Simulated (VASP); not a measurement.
Runs of VASP 6.6.1 on AlRu. The structure is that of space group P4/mmm (No. 123), or close to it. The cells are those of the table. 

```tsv
task	spin	cell	k mesh	cutoff (eV)	gap on the mesh (eV)	pressure (GPa)	relaxed volume (Å³/atom)
single point	off	a = 3.502, b = 3.502, c = 2.669 Å, 2 atoms	6 × 6 × 6	520	none	-0.2	-
single point	off	a = 2.847, b = 2.847, c = 4.012 Å, 2 atoms	6 × 6 × 4	520	none	92.3	-
single point	off	a = 3.552, b = 3.552, c = 2.571 Å, 2 atoms	6 × 6 × 4	520	none	0.0	-
single point	collinear, ferromagnetic start	a = 3.502, b = 3.502, c = 2.669 Å, 2 atoms	6 × 6 × 6	520	none	-0.2	-
relaxation of cell and atoms	off	relaxed from a = 3.552, b = 3.552, c = 2.571 Å, 2 atoms	6 × 6 × 6	600	none	0.0	(a)
relaxation of cell and atoms	off	relaxed from a = 2.847, b = 2.847, c = 4.012 Å, 2 atoms	6 × 6 × 4	600	none	0.1	16.19
```

Alike in all rows: level PBE; potentials or basis VASP PAW PBE potentials, release 64 (Al, Ru_pv); smearing gaussian 0.1 eV.

Estimate the missing entries.

(a) 16.34.

Caveats: all runs use coarse meshes.

A k mesh can miss the band edges, and the runs leave out spin-orbit coupling on Ru.

A gap of «none» marks levels without a gap at the run's occupations.
